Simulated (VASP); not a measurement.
CdF2:

```
Cd F
1.0
     0.00000    2.69400    2.69400
     2.69400    0.00000    2.69400
     2.69400    2.69400    0.00000
Cd F
1 2
Direct
  0.00804 0.00804 0.00804
  0.25000 0.25000 0.25000
  0.75000 0.75000 0.75000
```

This cell differs from its parent crystal: all Cd atoms moved +0.075 Å, as atom 1 along Cartesian [1 1 1].

Base run:

```yaml
Program: VASP 6.6.1
Functional: LDA
Potentials_or_basis: VASP PAW LDA potentials, release 64 (Cd_sv_GW, F)
Cutoff: 600 eV
k_mesh: 8 × 8 × 8
Occupations: gaussian, width 0.05 eV
Spin: no spin polarisation
```

Its results: band gap on the k mesh 2.82 eV, indirect (least direct gap 3.30 eV); pressure -6.0 GPa; largest force 0.342 eV/Å.

Q: The run is repeated on the same cell with these changes: potentials or basis from VASP PAW LDA potentials, release 64 (Cd_sv_GW, F) to VASP PAW LDA potentials, release 64 (Cd, F); cutoff from 600 eV to 520 eV; further incar settings from ALGO = Normal; EDIFF = 1e-06; NBANDS = 24 to ALGO = Normal; EDIFF = 1e-07; NBANDS = 20; valence electrons from 34 to 26. What comes out?

A: Band gap on the k mesh 2.80 eV, indirect (least direct gap 3.28 eV); pressure -4.4 GPa; largest force 0.378 eV/Å.

A k mesh can miss the band edges.
